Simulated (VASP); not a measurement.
# Zn8O6F (a cell with a defect) in VASP: further runs

Runs on Zn8O6F (a cell with a defect). Level: PBE+D3(BJ). Tasks: single point.

Everything below comes from runs of VASP 6.6.1. Logs are shortened: lines on timing, memory, paths and dates and some standing lists are left out, and cuts for length are marked.

**1. The cell of the first run**

The cell holds a defect, 15 atoms: a = 6.499 Å, b = 5.628 Å, c = 5.205 Å, α = 90.00°, β = 90.00°, γ = 90.00°.

**2. Single point, PBE+D3(BJ)**

The input, INCAR:

```
  PREC = Accurate
  ENCUT = 520
  EDIFF = 1E-7
  ISMEAR = -1
  SIGMA = 0.05
  LREAL = Auto
  LASPH = True
  NELM = 80
  ALGO = Normal
  ISIF = 2
  LWAVE = False
  LCHARG = False
  GGA = PE
  IVDW = 12
  NELECT = 138.0
  NBANDS = 82
```

The input, KPOINTS:

```
regular mesh
0
Gamma
  2 3 3
```

The input, POSCAR:

```
Zn8O6F
1.0
   -3.2494000000     -5.6281260000      0.0000000000
    4.8741000000     -2.8140630000      0.0000000000
    0.0000000000      0.0000000000      5.2054000000
Zn O F
8 6 1
Direct
    0.5154144036      0.3640365530      0.0095641065
    0.5074712876      0.6612160608      0.5056066777
    0.2324017037      0.8067477270      0.0104760441
    0.2432501481      0.1783771427      0.3386383371
    0.0054904827      0.3260377864      0.0200217082
    0.0131897281      0.6834703232      0.5193537480
    0.7429614103      0.8447431950      0.0092279172
    0.7456364377      0.1441691883      0.5205092788
    0.5224740598      0.3300086600      0.3854679756
    0.4895265849      0.6838619817      0.8825971107
    0.2602674247      0.8228433905      0.3837585968
   -0.0171383063      0.6639775112      0.8887090329
    0.7619513801      0.8232493824      0.3868797787
    0.7415078337      0.1765342432      0.8915297576
    0.1159087779      0.2472548743      0.6688154609
```

Potentials or basis: VASP PAW PBE potentials, release 64 (Zn, O, F).

Run with:

```bash
cat potpaw_PBE.64/Zn/POTCAR potpaw_PBE.64/O/POTCAR potpaw_PBE.64/F/POTCAR > POTCAR
mpirun -np 1 vasp_std > vasp.out
```

OUTCAR:

```text
PREC = Accurate
   ENCUT = 520
   EDIFF = 1E-7
   ISMEAR = -1
   LREAL = Auto
   LASPH = True
   NELM = 80
   ISIF = 2
   GGA = PE
   IVDW = 12
   NELECT = 138.0
 IVDW          = 12

 ion  position               nearest neighbor table
   1  0.515  0.364  0.010-  14 1.91  10 1.92   9 1.97   4 2.67
   2  0.507  0.661  0.506-  11 1.95   9 1.97  10 1.97  13 1.99
   3  0.232  0.807  0.010-  12 1.92  10 1.93  11 1.95   4 2.70   6 3.01
   4  0.243  0.178  0.339-  15 1.95  11 2.02   9 2.02   5 2.41   1 2.67   3 2.70
   5  0.005  0.326  0.020-  15 2.01  14 2.02  12 2.03   4 2.41
   6  0.013  0.683  0.519-  11 1.92  12 1.94  13 1.94   3 3.01
   7  0.743  0.845  0.009-  12 1.96  14 1.97  13 1.97  10 1.99
   8  0.746  0.144  0.521-   9 1.92  13 1.94  14 1.94
   9  0.522  0.330  0.385-   8 1.92   1 1.97   2 1.97   4 2.02
  10  0.490  0.684  0.883-   1 1.92   3 1.93   2 1.97   7 1.99
  11  0.260  0.823  0.384-   6 1.92   2 1.95   3 1.95   4 2.02
  12  0.983  0.664  0.889-   3 1.92   6 1.94   7 1.96   5 2.03
  13  0.762  0.823  0.387-   8 1.94   6 1.94   7 1.97   2 1.99
  14  0.742  0.177  0.892-   1 1.91   8 1.94   7 1.97   5 2.02
  15  0.116  0.247  0.669-   4 1.95   5 2.01

  LATTYP: Found a simple orthorhombic cell.
 ALAT       =     5.2054000000
 B/A-ratio  =     1.0812091137
 C/A-ratio  =     1.2484727575

  Lattice vectors:

 A1 = (   0.0000000000,   0.0000000000,  -5.2054000000)
 A2 = (   4.8741000000,  -2.8140630000,   0.0000000000)
 A3 = (  -3.2494000000,  -5.6281260000,   0.0000000000)

Analysis of symmetry for initial positions (statically):
=====================================================================
 Subroutine PRICEL returns:
 Original cell was already a primitive cell.

 Routine SETGRP: Setting up the symmetry group for a
 simple orthorhombic supercell.

 Subroutine GETGRP returns: Found  1 space group operations
 (whereof  1 operations were pure point group operations)
 out of a pool of  8 trial point group operations.

The static configuration has the point symmetry C_1 .

Analysis of symmetry for dynamics (positions and initial velocities):
=====================================================================
 Subroutine PRICEL returns:
 Original cell was already a primitive cell.

 Routine SETGRP: Setting up the symmetry group for a
 simple orthorhombic supercell.

 Subroutine GETGRP returns: Found  1 space group operations
 (whereof  1 operations were pure point group operations)
 out of a pool of  8 trial point group operations.

[... 127 lines left out ...]
   EFERMI_NEDOS =   21; number of points for ismear=-14 and -15
   IALGO  =     38    algorithm
   IMIX   =      4    mixing-type and parameters
     AMIX     =   0.40;   BMIX     =  1.00
     AMIX_MAG =   1.60;   BMIX_MAG =  1.00
  volume/ion in A,a.u.               =      12.69        85.66
  Fermi-wavevector in a.u.,A,eV,Ry     =   1.470565  2.778964 29.423426  2.162561
  Thomas-Fermi vector in A             =   2.585806
   LORBIT       =      0    0 simple, 1 ext, 2 COOP (PROOUT), +10 PAW based schemes
   GGA     = PE    functional components
   LHFCALC =     F    Hartree Fock is set to
   AEXX    =    0.0000 exact exchange contribution
   IVDW    =    12    specifies the selected vdW correction
   LEPSILON=     F    determine dielectric tensor
   LRPA    =     F    only Hartree local field effects (RPA)
 non-spin polarized calculation
  energy-cutoff  :      520.00
  volume of cell :      190.39
 maximum number of plane-waves:      5148
   NGX = 25   NGY = 21   NGZ = 19

 number of electron     137.9999985 magnetization

 Free energy of the ion-electron system (eV)
  ---------------------------------------------------
  ext. energy  EPLUGINS =         0.00000000
  ---------------------------------------------------
  free energy    TOTEN  =       -61.22007376 eV

  energy without entropy =      -61.22006404  energy(sigma->0) =      -61.22006890

 E-fermi :   1.9052     XC(G=0): -10.5935

 val. band max:        1.3492771258   @ k =   0.5000  -0.3333   0.3333
 cond. band min:       2.3794294193   @ k =   0.5000   0.0000   0.0000
 fundamental gap:      1.0301522935
 Fermi energy:         1.9051704588

 k-point     1 :       0.0000    0.0000    0.0000
  band No.  band energies     occupation
      1     -21.5486      2.00000
      2     -17.1757      2.00000
      3     -16.6476      2.00000
      4     -16.6308      2.00000
      5     -16.5619      2.00000
      6     -16.4859      2.00000
[... 829 lines left out ...]
     80       9.3741      0.00000
     81       9.5580      0.00000
 [bands above 81 left out]

------------------------ aborting loop because EDIFF is reached ----------------------------------------

 Edisp (eV)   -3.32237

 E8    (eV) :    -1.2680

  FORCE on cell =-STRESS in cart. coord.  units (eV):
  Direction    XX          YY          ZZ          XY          YZ          ZX
  --------------------------------------------------------------------------------------
  -------------------------------------------------------------------------------------
  Total      -2.98179    -4.34574     2.08062     0.88562     0.79378     1.23298
  in kB     -25.09206   -36.56983    17.50865     7.45262     6.67974    10.37563
  external pressure =      -14.72 kB  Pullay stress =        0.00 kB

 VOLUME and BASIS-vectors are now :
 -----------------------------------------------------------------------------
  energy-cutoff  :      520.00
  volume of cell :      190.39
      direct lattice vectors                 reciprocal lattice vectors
    -3.249400000 -5.628126000  0.000000000    -0.076937281 -0.133259277  0.000000000
     4.874100000 -2.814063000  0.000000000     0.153874561 -0.088839518  0.000000000
     0.000000000  0.000000000  5.205400000     0.000000000  0.000000000  0.192108195

 POSITION                                       TOTAL-FORCE (eV/Angst)
 -----------------------------------------------------------------------------------
      0.09956     -3.92524      0.04978         0.020848      0.026484      0.003110
      1.57386     -4.71682      2.63189        -0.002836     -0.010605      0.012402
      3.17700     -3.57822      0.05453         0.024532     -0.012770     -0.016104
      0.07901     -1.87101      1.76275         0.007034     -0.004380     -0.034846
      1.57130     -0.94839      0.10422        -0.034066     -0.020318     -0.027066
      3.28844     -1.99756      2.70344        -0.052900     -0.002887      0.012378
      1.70318     -6.55864      0.04804         0.016275      0.018288      0.048563
     -1.72018     -4.60224      2.70946        -0.008514     -0.041277      0.012083
     -0.08923     -3.86922      2.00652         0.005016      0.013312      0.023884
      1.74254     -4.67955      4.59427         0.021622     -0.030116     -0.014396
      3.16491     -3.78035      1.99762         0.010692     -0.035797      0.010246
      0.04258     -7.40014      4.62609         0.000041      0.047173      0.033719
      1.53672     -6.60503      2.01386        -0.024695      0.005306      0.023959
     -1.54901     -4.67008      4.64077        -0.016954     -0.014253      0.034955
      0.82851     -1.34814      3.48145         0.033904      0.061840     -0.122886
 -----------------------------------------------------------------------------------
    total drift:                                0.002177      0.002291     -0.007313

  FREE ENERGIE OF THE ION-ELECTRON SYSTEM (eV)
  ---------------------------------------------------
  free  energy   TOTEN  =       -64.5424483536 eV

  energy  without entropy=      -64.5424386342  energy(sigma->0) =      -64.54244349
```

stdout:

```text
POSCAR found type information on POSCAR ZnO F
 POSCAR found :  3 types and      15 ions
 scaLAPACK will be used
 LDA part: xc-table for (Slater+PW92), standard interpolation
 POSCAR, INCAR and KPOINTS ok, starting setup
 FFT: planning ... GRIDC
 FFT: planning ... GRID_SOFT
 FFT: planning ... GRID
 WAVECAR not read
 entering main loop
 the old and the new charge density differ
 old charge density:   139.00000 new  138.00000
    0.267E+01
```

Wall time 2.4 min (1 thread of Intel Xeon 6975P-C (Granite Rapids), shared host); peak memory 0.32 GiB.

Results:

```
Free energy                : -64.5424 eV
Largest force              : 0.142 eV/Å
Dispersion energy per atom : -0.221 eV
```

Forces in eV/Å, atoms in the order of the input:
```
Zn   0.021  0.026  0.003
Zn  -0.003 -0.011  0.012
Zn   0.025 -0.013 -0.016
Zn   0.007 -0.004 -0.035
Zn  -0.034 -0.020 -0.027
Zn  -0.053 -0.003  0.012
Zn   0.016  0.018  0.049
Zn  -0.009 -0.041  0.012
O    0.005  0.013  0.024
O    0.022 -0.030 -0.014
O    0.011 -0.036  0.010
O    0.000  0.047  0.034
O   -0.025  0.005  0.024
O   -0.017 -0.014  0.035
F    0.034  0.062 -0.123
```

Caveat: the k points lie up to 0.48 Å⁻¹ apart; the cell carries a net charge on a neutralising background, which shifts energy and pressure; the cell is charged against a uniform background, so pressure and absolute levels hang on convention.

(Part 1 of 2 ends here.)
